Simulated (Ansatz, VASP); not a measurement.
## Two plane-wave programs on NiO

File INCAR:

```
SYSTEM = NiO
PREC = Accurate
ENCUT = 520
EDIFF = 1E-7
ISMEAR = -1
SIGMA = 0.05
LREAL = .FALSE.
LASPH = .TRUE.
NELM = 150
ALGO = Normal
ISIF = 2
LWAVE = .FALSE.
LCHARG = .FALSE.
ISPIN = 2
MAGMOM = 2 0
LORBIT = 11
NUPDOWN = 2.0
LMAXMIX = 4
GGA = PE
NBANDS = 19
```

Contents of KPOINTS:

```
Automatic mesh
0
G
  9 9 9
  0 0 0
```

The input POSCAR:

```
NiO
1.0
    2.5046153800      0.0000000000      0.0000000000
    0.0000000000      2.5046153800      0.0000000000
    0.0000000000      0.0000000000      2.5046153800
Ni O
1 1
Direct
    0.0000000000      0.0000000000      0.0000000000
    0.5000000000      0.5000000000      0.5000000000
```

File input.yaml:

```yaml
crystal:
  lattice:
    - [2.50461538, 0.0, 0.0]
    - [0.0, 2.50461538, 0.0]
    - [0.0, 0.0, 2.50461538]
  atoms:
    - { symbol: Ni, position: [0.0, 0.0, 0.0], spin: 2.0 }
    - { symbol: O, position: [0.5, 0.5, 0.5] }
hamiltonian:
  xc: pbe
  pseudopotentials: { kind: paw }
magnetization:
  spin_polarized: true
  initial_magnetization: 2.0
  spin_locking: { lock_magnetization: hard }
kpoints:
  mp_grid: { grid: [9, 9, 9] }
scf:
  occupations: { method: fermi_dirac, width: 0.05 }
  lower_state_search: "off"
output:
  forces: true
  stress: true
  eigenvalues: true
```

Alike in both runs: task single point; functional PBE; k mesh 9 × 9 × 9; occupations fermi-dirac, width 0.05 eV; collinear spin; fixed moment 2 μB.

|  | VASP | Ansatz |
| --- | --- | --- |
| version | VASP 6.6.1 | Ansatz 0.2.0 |
| potentials or method | VASP PAW PBE potentials, release 64 (Ni, O) | Ansatz PAW |
| plane-wave cutoff (eV) | 520 | 420 |
| valence electrons in the cell | 16 | 24 |

VASP gave:

* net moment per atom (μB): 1.00
* size of the moment on the site where the two differ most (μB): 1.43

Task: Estimate Ansatz's values.

Result: net moment per atom (μB): 1.00; size of the moment on the site where the two differ most (μB): 1.47.

Site moments also hang on the region over which each program counts them. With one functional, cell and mesh, what is left measures potentials, basis and numerics. VASP's potentials hold 16 valence electrons a cell and Ansatz's 24, so a difference there can come from the potentials and not from the codes.
